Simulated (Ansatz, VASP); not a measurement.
Given: the input of a run of Ansatz 0.2.0 on KTaO3.

The input input.yaml:

```yaml
crystal:
  lattice:
    - [4.0665218197, 0.0, 0.0]
    - [0.0, 4.0665218197, 0.0]
    - [0.0, 0.0, 4.0665218197]
  atoms:
    - { symbol: Ta, position: [0.0, 0.0, 0.0] }
    - { symbol: K, position: [0.5, 0.5, 0.5] }
    - { symbol: O, position: [0.0, 0.0, 0.5] }
    - { symbol: O, position: [0.0, 0.5, 0.0] }
    - { symbol: O, position: [0.5, 0.0, 0.0] }
hamiltonian:
  xc: pbesol
  pseudopotentials: { kind: paw }
  dispersion: d4
kpoints:
  mp_grid: { grid: [7, 7, 7] }
scf:
  occupations: { method: fermi_dirac, width: 0.05 }
output:
  forces: true
  stress: true
  eigenvalues: true
```

Potentials or basis: Ansatz PAW.

Launch:

```console
$ ansatz run input.yaml --threads 2 --pin off --max-ram 5120MiB --backend cpu --events-out ev --progress --plain --runs-dir out
```

Question: Set up the same calculation for VASP 6.6.1. Potentials there: VASP PAW PBE potentials, release 64 (Ta_sv_GW, K_sv, O).

Answer: As run (the cutoff follows the program's own potentials):

File INCAR:

```
SYSTEM = KTaO3
  PREC = Accurate
  ENCUT = 700
  EDIFF = 1E-6
  ISMEAR = -1
  SIGMA = 0.05
  LREAL = .FALSE.
  LASPH = .TRUE.
  NELM = 120
  ALGO = Normal
  ISIF = 2
  LWAVE = .FALSE.
  LCHARG = .FALSE.
  GGA = PS
  IVDW = 13
  NBANDS = 28
  GGA_COMPAT = .FALSE.
```

Contents of KPOINTS:

```
regular mesh
0
G
  7 7 7
  0 0 0
```

POSCAR

```
KTaO3
1.0
    4.0665218197      0.0000000000      0.0000000000
    0.0000000000      4.0665218197      0.0000000000
    0.0000000000      0.0000000000      4.0665218197
Ta K O
1 1 3
Direct
    0.0000000000      0.0000000000      0.0000000000
    0.5000000000      0.5000000000      0.5000000000
    0.0000000000      0.0000000000      0.5000000000
    0.0000000000      0.5000000000      0.0000000000
    0.5000000000      0.0000000000      0.0000000000
```

Potentials or basis: VASP PAW PBE potentials, release 64 (Ta_sv_GW, K_sv, O).

The run is started by

```bash
$ cat potpaw_PBE.64/Ta_sv_GW/POTCAR potpaw_PBE.64/K_sv/POTCAR potpaw_PBE.64/O/POTCAR > POTCAR
$ mpirun -np 1 vasp_std > vasp.out
```

Both were run:

|  | VASP | Ansatz | Ansatz less VASP |
| --- | --- | --- | --- |
| gap on the k mesh at the Fermi level (eV) | 2.05 | 2.06 | +0.010 |
| least direct gap on the mesh (eV) | 2.64 | 2.64 | +0.002 |
| pressure (GPa) | -11.8 | -11.8 | -0.02 |

VASP's potentials were made for PBE, not for PBEsol.

Spin-orbit coupling is off throughout. Noted on Ansatz's run: odd divisions of the mesh miss points on the zone boundary, where band edges often lie, so the gap on the mesh can be too wide.
